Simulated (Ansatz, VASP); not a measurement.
# MgSe in VASP and in Ansatz

INCAR

```
SYSTEM = MgSe
PREC     = Accurate       ! precision mode
ENCUT    = 600            ! plane-wave cutoff, eV
EDIFF    = 1E-6           ! SCF threshold, eV
ISMEAR   = 0              ! smearing method
SIGMA    = 0.01           ! smearing width, eV
LREAL    = .False.        ! projectors in reciprocal space
LASPH    = .True.         ! aspherical terms in the spheres
NELM     = 120            ! most SCF steps
ALGO     = Normal         ! electronic algorithm
ISIF     = 2              ! what is computed and relaxed
LWAVE    = .False.        ! write WAVECAR
LCHARG   = .False.        ! write CHGCAR
GGA      = PS             ! functional
NBANDS   = 11             ! bands
GGA_COMPAT= .False.
```

The input KPOINTS:

```
Automatic mesh
0
Gamma
  5 5 5
  0 0 0
```

Contents of POSCAR:

```
MgSe
1.0
    0.0000000000      2.7613659551      2.7613659551
    2.7613659551      0.0000000000      2.7613659551
    2.7613659551      2.7613659551      0.0000000000
Mg Se
1 1
Direct
    0.0000000000      0.0000000000      0.0000000000
    0.5000000000      0.5000000000      0.5000000000
```

Input for Ansatz:

```yaml
crystal:
  lattice:
    - [0.0, 2.7613659551118928, 2.7613659551118928]
    - [2.7613659551118928, 0.0, 2.7613659551118928]
    - [2.7613659551118928, 2.7613659551118928, 0.0]
  atoms:
    - { symbol: Mg, position: [0.0, 0.0, 0.0] }
    - { symbol: Se, position: [0.5, 0.5, 0.5] }
accuracy: low
basis:
  ecutwfc: 500.0
kpoints:
  mp_grid:
    grid: [5, 5, 5]
hamiltonian:
  xc: pbesol
scf:
  occupations:
    method: fixed
output:
  stress: true
```

Alike in both runs: task single point; functional PBEsol; k mesh 5 × 5 × 5; no spin polarisation.

```csv
,VASP,Ansatz
version,VASP 6.6.1,Ansatz 0.2.0
potentials or method,"VASP PAW PBE potentials, release 64 (Mg, Se), cutoff 600 eV","plane waves, PAW"
occupations,"gaussian, width 0.01 eV",fixed
valence electrons in the cell,8,26
```

```tsv
	VASP	Ansatz	Ansatz less VASP
pressure (GPa)	-2.3	-2.3	+0.07
```

VASP's potentials were made for PBE, not for PBEsol. VASP's potentials hold 8 valence electrons a cell and Ansatz's 26, so a difference there can come from the potentials and not from the codes.
